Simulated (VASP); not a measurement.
# SrO (Fm-3m) in VASP: vibrations by perturbation theory with PBE

Aim: the vibrations by perturbation theory of SrO with PBE.

Program: VASP 6.6.1. These are calculated values, not measurements. Logs are shortened: lines on timing, memory, paths and dates and some standing lists are left out, and cuts for length are marked.

### 1 The cell of the first run

The structure is cubic, space group Fm-3m (No. 225). The conventional cell has a = 5.195 Å, b = 5.195 Å, c = 5.195 Å, α = 90.00°, β = 90.00°, γ = 90.00°. Within 3.4 Å of Sr (site symmetry m-3m) lie 6 O at 2.60 Å. O (site symmetry m-3m) has 6 Sr at 2.60 Å within 3.4 Å.

### 2 Vibrations by perturbation theory, PBE

File INCAR:

```
SYSTEM = SrO
  PREC = Accurate
  ENCUT = 600
  EDIFF = 1E-8
  ISMEAR = 0
  SIGMA = 0.01
  LREAL = .False.
  LASPH = .True.
  NELM = 120
  ALGO = Normal
  ISIF = 2
  LWAVE = .False.
  LCHARG = .False.
  GGA = PE
  IBRION = 8
  NSW = 1
  LEPSILON = .True.
  GGA_COMPAT = .False.
```

File KPOINTS:

```
Automatic mesh
0
Gamma
  6 6 6
  0 0 0
```

File POSCAR:

```
SrO
1.0
    0.0000000000      2.5974520205      2.5974520205
    2.5974520205      0.0000000000      2.5974520205
    2.5974520205      2.5974520205      0.0000000000
Sr O
1 1
Direct
    0.5000000000      0.5000000000      0.5000000000
    0.0000000000      0.0000000000      0.0000000000
```

Potentials or basis: VASP PAW PBE potentials, release 64 (Sr_sv, O).

Command:

```bash
> cat potpaw_PBE.64/Sr_sv/POTCAR potpaw_PBE.64/O/POTCAR > POTCAR
> mpirun -np 1 vasp_std > vasp.out
```

OUTCAR:

```text
SYSTEM = SrO
   PREC = Accurate
   ENCUT = 600
   EDIFF = 1E-8
   ISMEAR = 0
   LREAL = .False.
   LASPH = .True.
   NELM = 120
   ISIF = 2
   GGA = PE
   IBRION = 8
   NSW = 1
   LEPSILON = .True.

 ion  position               nearest neighbor table
   1  0.500  0.500  0.500-   2 2.60   2 2.60   2 2.60   2 2.60   2 2.60   2 2.60
   2  0.000  0.000  0.000-   1 2.60   1 2.60   1 2.60   1 2.60   1 2.60   1 2.60

  LATTYP: Found a face centered cubic cell.
 ALAT       =     5.1949040410

  Lattice vectors:

 A1 = (   0.0000000000,   2.5974520205,   2.5974520205)
 A2 = (   2.5974520205,   0.0000000000,   2.5974520205)
 A3 = (   2.5974520205,   2.5974520205,   0.0000000000)

Analysis of symmetry for initial positions (statically):
=====================================================================
 Subroutine PRICEL returns:
 Original cell was already a primitive cell.

 Routine SETGRP: Setting up the symmetry group for a
 face centered cubic supercell.

 Subroutine GETGRP returns: Found 48 space group operations
 (whereof 48 operations were pure point group operations)
 out of a pool of 48 trial point group operations.

The static configuration has the point symmetry O_h .

Analysis of symmetry for dynamics (positions and initial velocities):
=====================================================================
 Subroutine PRICEL returns:
 Original cell was already a primitive cell.

 Routine SETGRP: Setting up the symmetry group for a
 face centered cubic supercell.

 Subroutine GETGRP returns: Found 48 space group operations
 (whereof 48 operations were pure point group operations)
 out of a pool of 48 trial point group operations.

The dynamic configuration has the point symmetry O_h .

 Subroutine INISYM returns: Found 48 space group operations
 (whereof 48 operations are pure point group operations),
 and found     1 'primitive' translations

----------------------------------------------------------------------------------------

                                     Primitive cell

  volume of cell :      35.0488

  direct lattice vectors                    reciprocal lattice vectors
     0.000000000  2.597452021  2.597452021    -0.192496337  0.192496337  0.192496337
     2.597452021  0.000000000  2.597452021     0.192496337 -0.192496337  0.192496337
     2.597452021  2.597452021  0.000000000     0.192496337  0.192496337 -0.192496337

  length of vectors
     3.673351875  3.673351875  3.673351875     0.333413436  0.333413436  0.333413436

  position of ions in fractional coordinates (direct lattice)
     0.500000000  0.500000000  0.500000000
     0.000000000  0.000000000  0.000000000

  ion indices of the primitive-cell ions
   primitive index   ion index
                 1           1
                 2           2

----------------------------------------------------------------------------------------

 KPOINTS: Automatic mesh

Automatic generation of k-mesh.
 Grid dimensions read from file:
 generate k-points for:    6    6    6
[... 380 lines left out ...]
 ------------------------------------------------------

 Free energy of the ion-electron system (eV)
  ---------------------------------------------------
  ---------------------------------------------------
  free energy    TOTEN  =        -0.30195646 eV

  energy without entropy =       -0.30195646

------------------------ aborting loop because EDIFF is reached ----------------------------------------

--------------------------------------- Ionic step        2  -------------------------------------------

------------------------ aborting loop because EDIFF is reached ----------------------------------------

--------------------------------------- Ionic step        3  -------------------------------------------

------------------------ aborting loop because EDIFF is reached ----------------------------------------

 PIEZOELECTRIC TENSOR FIELD DIRECTION 3  (e Angst)
 -----------------------------------------------------------------------------
     0.00012  0.00000  0.00000           ( -0.00002  0.00000 -0.00000)
     0.00000  0.00012 -0.00000           (  0.00000 -0.00002  0.00000)
    -0.00000  0.00000 -0.00119           ( -0.00000  0.00000 -0.00001)

 PIEZOELECTRIC TENSOR FIELD DIRECTION 3  (C/m^2)
 -----------------------------------------------------------------------------
     0.00005  0.00000  0.00000
     0.00000  0.00005 -0.00000
    -0.00000  0.00000 -0.00054

--------------------------------------- Ionic step        4  -------------------------------------------

------------------------ aborting loop because EDIFF is reached ----------------------------------------

[... ionic steps 5 to 6 ...]

--------------------------------------- Ionic step        7  -------------------------------------------

 Free energy of the ion-electron system (eV)
  ---------------------------------------------------
  ---------------------------------------------------
  free energy    TOTEN  =        -0.36637101 eV

  energy without entropy =       -0.36637101

------------------------ aborting loop because EDIFF is reached ----------------------------------------

 INTERNAL STRAIN TENSOR  FOR ION    2  DIRECTION 1   (eV/Angst):
 -----------------------------------------------------------------------------
    -0.00213 -0.00000  0.00000
     0.00000 -0.00258 -0.00000
    -0.00000 -0.00000 -0.00258

 MACROSCOPIC STATIC DIELECTRIC TENSOR (including local field effects in DFT)
 ------------------------------------------------------
           3.818662     0.000000     0.000000
          -0.000000     3.818662     0.000000
           0.000000     0.000000     3.818662
 ------------------------------------------------------

 PIEZOELECTRIC TENSOR (including local field effects)  for field in x, y, z        (e  Angst)
          XX          YY          ZZ          XY          YZ          ZX
  --------------------------------------------------------------------------------
  x     0.00000     0.00000     0.00000     0.00000     0.00000     0.00000
  y     0.00000     0.00000     0.00000     0.00000     0.00000     0.00000
  z     0.00000     0.00000     0.00000     0.00000     0.00000     0.00000

 PIEZOELECTRIC TENSOR (including local field effects)  for field in x, y, z        (C/m^2)
          XX          YY          ZZ          XY          YZ          ZX
  --------------------------------------------------------------------------------
  x     0.00000     0.00000     0.00000     0.00000     0.00000     0.00000
  y     0.00000     0.00000     0.00000     0.00000     0.00000     0.00000
  z     0.00000     0.00000     0.00000     0.00000     0.00000     0.00000

 BORN EFFECTIVE CHARGES (including local field effects) (in |e|, cummulative output)
 ---------------------------------------------------------------------------------
 ion    1
    1     2.44314    -0.00000     0.00000
    2     0.00000     2.44314     0.00000
    3     0.00000     0.00000     2.44314
 ion    2
    1    -2.44314     0.00000     0.00000
    2    -0.00000    -2.44314     0.00000
    3     0.00000     0.00000    -2.44314

 INTERNAL STRAIN TENSOR FOR ION    2 for displacements in x,y,z  (eV/Angst):
          X           Y           Z          XY          YZ          ZX
  --------------------------------------------------------------------------------
  x     0.00000     0.00000     0.00000     0.00000     0.00000     0.00000
  y     0.00000     0.00000     0.00000     0.00000     0.00000     0.00000
  z     0.00000     0.00000     0.00000     0.00000     0.00000     0.00000

 SECOND DERIVATIVES (NOT SYMMETRIZED)
 ------------------------------------
               1X          1Y          1Z          2X          2Y          2Z
  1X    -1.900430    0.000000    0.000000    1.900430    0.000000    0.000000
  1Y     0.000000   -1.900430    0.000000    0.000000    1.900430    0.000000
  1Z     0.000000    0.000000   -1.900430    0.000000    0.000000    1.900430
  2X     1.909643    0.000000    0.000000   -1.909643    0.000000    0.000000
  2Y     0.000000    1.909643    0.000000    0.000000   -1.909643    0.000000
  2Z     0.000000    0.000000    1.909643    0.000000    0.000000   -1.909643

 Eigenvectors and eigenvalues of the dynamical matrix
 ----------------------------------------------------

   1 f  =    5.871179 THz    36.889705 2PiTHz  195.841447 cm-1    24.281234 meV
             X         Y         Z           dx          dy          dz
      2.597452  2.597452  2.597452     0.392149    0.000000   -0.000000
      0.000000  0.000000  0.000000    -0.919902   -0.000000    0.000000
[... 21 lines left out ...]
   6 f/i=    0.005121 THz     0.032177 2PiTHz    0.170822 cm-1     0.021179 meV
             X         Y         Z           dx          dy          dz
      2.597452  2.597452  2.597452     0.057152    0.794712    0.459768
      0.000000  0.000000  0.000000     0.024364    0.338781    0.195996

--------------------------------------------------------------------------------------------------------

 MACROSCOPIC STATIC DIELECTRIC TENSOR IONIC CONTRIBUTION
 ------------------------------------------------------
          16.176534     0.000000    -0.000000
           0.000000    16.176534     0.000000
          -0.000000     0.000000    16.176534
 ------------------------------------------------------

 ELASTIC MODULI CONTR FROM IONIC RELAXATION (kBar)
 Direction    XX          YY          ZZ          XY          YZ          ZX
 --------------------------------------------------------------------------------
 XX           0.0000      0.0000      0.0000      0.0000      0.0000      0.0000
 YY           0.0000      0.0000      0.0000      0.0000      0.0000      0.0000
 ZZ           0.0000      0.0000      0.0000      0.0000      0.0000      0.0000
 XY           0.0000      0.0000      0.0000      0.0000      0.0000      0.0000
 YZ           0.0000      0.0000      0.0000      0.0000      0.0000      0.0000
 ZX           0.0000      0.0000      0.0000      0.0000      0.0000      0.0000
 --------------------------------------------------------------------------------

 PIEZOELECTRIC TENSOR IONIC CONTR  for field in x, y, z        (C/m^2)
          XX          YY          ZZ          XY          YZ          ZX
  --------------------------------------------------------------------------------
  x     0.00000     0.00000     0.00000     0.00000     0.00000     0.00000
  y     0.00000     0.00000     0.00000     0.00000     0.00000     0.00000
  z     0.00000     0.00000     0.00000     0.00000     0.00000     0.00000
```

It used 480 s of CPU time on 1 thread of AMD EPYC 7R13 Processor (Zen 3) (shared host).

Results:

| Property | Result |
| --- | --- |
| Electronic dielectric tensor (diagonal) | 3.82 |
| Born charges (mean of the diagonal) | Sr +2.44; O -2.44 e |
| Highest phonon frequency at Γ, LO-TO splitting left out | 196 cm⁻¹ |

Phonon frequencies in cm⁻¹ (negative: imaginary):
```csv
q point,frequencies
"(0.000, 0.000, 0.000)",0 0 0 196 196 196
```

Electronic dielectric tensor:
```
3.82 0.00 0.00
0.00 3.82 0.00
0.00 0.00 3.82
```

Born effective charge tensors (e):
atom 1, Sr
```
2.44 0.00 0.00
0.00 2.44 0.00
0.00 0.00 2.44
```
atom 2, O
```
-2.44  0.00  0.00
 0.00 -2.44  0.00
 0.00  0.00 -2.44
```
